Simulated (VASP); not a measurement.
Runs of VASP 6.6.1 on CoSi. The structure is that of space group P2_13 (No. 198), or close to it. The cells are those of the table. 

| task | cell | gap on the mesh (eV) | pressure (GPa) | largest force (eV/Å) |
| --- | --- | --- | --- | --- |
| electric field gradients | a = 4.383 Å, 8 atoms | none | 0.1 | 0.01 |
| single point | a = 4.438 Å, 8 atoms | none | -8.4 | 0.01 |
| single point | a = 4.378 Å, 8 atoms | none | (a) | 0.01 |
| single point | a = 4.324 Å, 8 atoms | none | 11.2 | 0.01 |
| single point | a = 4.383 Å, 8 atoms | none | 0.1 | 0.01 |
| single point | a = 4.384 Å, 8 atoms | none | (b) | - |
| single point | a = 4.412 Å, 8 atoms | none | -4.5 | 0.01 |

Alike in all rows: level r2SCAN; potentials or basis VASP PAW PBE potentials, release 64 (Co, Si); no spin polarisation; k mesh 8 × 8 × 8; cutoff (eV) 520; smearing gaussian 0.05 eV.

**Question.** Estimate the missing entries.

**Answer.** (a) 1.1; (b) 0.0.

Caveats: the PAW data sets were made with another functional, which shifts forces and pressure a little.

A gap of «none» marks levels without a gap at the run's occupations.
